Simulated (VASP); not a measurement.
Set up this calculation in VASP 6.6.1, as the native input.

```
Task                   : single point
Functional             : PBE
Potentials or basis    : VASP PAW PBE potentials, release 64 (Al, Ga_d, N)
Cutoff                 : 600 eV
k mesh                 : 6 × 6 × 4
Occupations            : gaussian, width 0.1 eV
Spin                   : no spin polarisation
Dipole correction      : no
Further INCAR settings : ALGO = Normal; EDIFF = 1e-06; NBANDS = 35
```

The structure of AlGa3N2 lies in POSCAR:

```
AlGa3N2
1.0
    5.0884680400      0.0000000000      0.0000000000
   -2.5442340200      4.4067425900      0.0000000000
    0.0000000000      0.0000000000      4.1396270800
Al Ga N
1 3 2
Direct
    0.0000000000      0.0000000000      0.0000000000
    0.5000000000      0.5000000000      0.5000000000
    0.5000000000      0.0000000000      0.5000000000
    0.0000000000      0.5000000000      0.5000000000
    0.6666666700      0.3333333300      0.0000000000
    0.3333333300      0.6666666700      0.0000000000
```

One way to write it, as run:

INCAR

```
SYSTEM = AlGa3N2
ALGO = Normal
EDIFF = 1E-6
ENCUT = 600
GGA = PE
GGA_COMPAT = .False.
ISIF = 2
ISMEAR = 0
LASPH = .True.
LCHARG = .False.
LREAL = .False.
LWAVE = .False.
NBANDS = 35
NELM = 120
PREC = Accurate
SIGMA = 0.1
```

KPOINTS

```
k-points
0
Gamma
  6 6 4
  0 0 0
```

Potentials or basis: VASP PAW PBE potentials, release 64 (Al, Ga_d, N).

Launch:

```sh
$ cat potpaw_PBE.64/Al/POTCAR potpaw_PBE.64/Ga_d/POTCAR potpaw_PBE.64/N/POTCAR > POTCAR
$ mpirun -np 1 vasp_std > vasp.out
```

Results of the run:

```json
{
  "Pressure": "-6.2 GPa",
  "Band gap on the k mesh": "zero (band 26 reaches 5.43 eV, above the bottom of band 27 at 4.28 eV)"
}
```

Caveat: the k points lie up to 0.38 Å⁻¹ apart.

It took 2.9 min on 1 thread of Intel Xeon 8259CL, with other jobs on the host, peak memory 0.28 GiB.
